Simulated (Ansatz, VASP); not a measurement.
# KNi: VASP beside Ansatz

```
K Ni
1.0
     1.70136   -2.52290    0.00000
     1.70136    2.52290    0.00000
     0.00000    0.00000    4.85907
K Ni
1 1
Direct
  0.49661 0.51261 0.49917
  0.00227 0.99402 0.99805
```

Change from the starting cell: atoms moved at random, drawn with an rms of 0.05 Å.

Alike in both runs: task single point; functional PBE; k mesh 9 × 9 × 6; occupations fermi-dirac, width 0.05 eV; collinear spin.

|  | VASP | Ansatz |
| --- | --- | --- |
| version | VASP 6.6.1 | Ansatz 0.2.0 |
| potentials or method | VASP PAW PBE potentials, release 64 (K_sv, Ni), cutoff 520 eV | all-electron LAPW, scalar-relativistic |

VASP gave:

| Quantity | Value |
| --- | --- |
| gap on the k mesh at the Fermi level (eV) | none |
| pressure (GPa) | 1.9 |
| traceless stress, the component that is largest in VASP (GPa) | -3.63 |
| rms of the force components (eV/Å) | 0.018 |
| net moment per atom (μB) | 0.00 |
| size of the moment on the site where the two differ most (μB) | 0.00 |

**Question.** What did Ansatz give for the same quantities?

**Answer.** gap on the k mesh at the Fermi level (eV): none; pressure (GPa): 1.7; traceless stress, the component that is largest in VASP (GPa): -3.72; rms of the force components (eV/Å): 0.017; net moment per atom (μB): 0.04; size of the moment on the site where the two differ most (μB): 0.10.

Site moments also hang on the region over which each program counts them. Atom by atom the forces differ by 0.000 eV/Å (rms over components). A gap of «none» marks a metal or a gap that the smearing closes. Ansatz ran all-electron here, and VASP with PAW potentials.
